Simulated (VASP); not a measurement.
LuSi2Rh2, 5 atoms in the cell. Symmetry: I4/mmm, No. 139, tetragonal system. Conventional cell: a = 3.950 Å, b = 3.950 Å, c = 9.766 Å, α = 90.00°, β = 90.00°, γ = 90.00°. Within 4.0 Å of Lu (site symmetry 4/mmm) lie 10 Si at 3.03 to 3.71 Å and 8 Rh at 3.14 Å and 4 Lu at 3.95 Å. Si (site symmetry 4mm) has 1 Si at 2.34 Å and 4 Rh at 2.35 Å and 4 Lu at 3.03 Å within 3.1 Å. Rh (site symmetry -4m2) has 4 Si at 2.35 Å and 4 Rh at 2.79 Å and 4 Lu at 3.14 Å within 3.2 Å. 

```yaml
Program: VASP 6.6.1
Task: single point
Functional: LDA
Potentials_or_basis: VASP PAW PBE potentials, release 64 (Lu, Si, Rh_sv_GW)
Cutoff: 620 eV
k_mesh: 8 × 8 × 8
Occupations: gaussian, width 0.1 eV
Spin: no spin polarisation
Dipole_correction: no
Further_INCAR_settings: ALGO = Normal; EDIFF = 1e-06; NBANDS = 42
```

Potentials or basis: VASP PAW PBE potentials, release 64 (Lu, Si, Rh_sv_GW).

Launch:

```console
$ cat potpaw_PBE.64/Lu/POTCAR potpaw_PBE.64/Si/POTCAR potpaw_PBE.64/Rh_sv_GW/POTCAR > POTCAR
$ mpirun -np 1 vasp_std > vasp.out
```

Hardware: 1 thread of Intel(R) Xeon(R) Platinum 8259CL CPU @ 2.50GHz (Skylake/Cascade Lake) (shared host).

Question: Estimate the wall time of this run.

Answer: It took 11 min on 1 thread of Intel(R) Xeon(R) Platinum 8259CL CPU @ 2.50GHz (Skylake/Cascade Lake) (shared host), peak memory 0.45 GiB. Counts: scf iterations 15, k points 59.
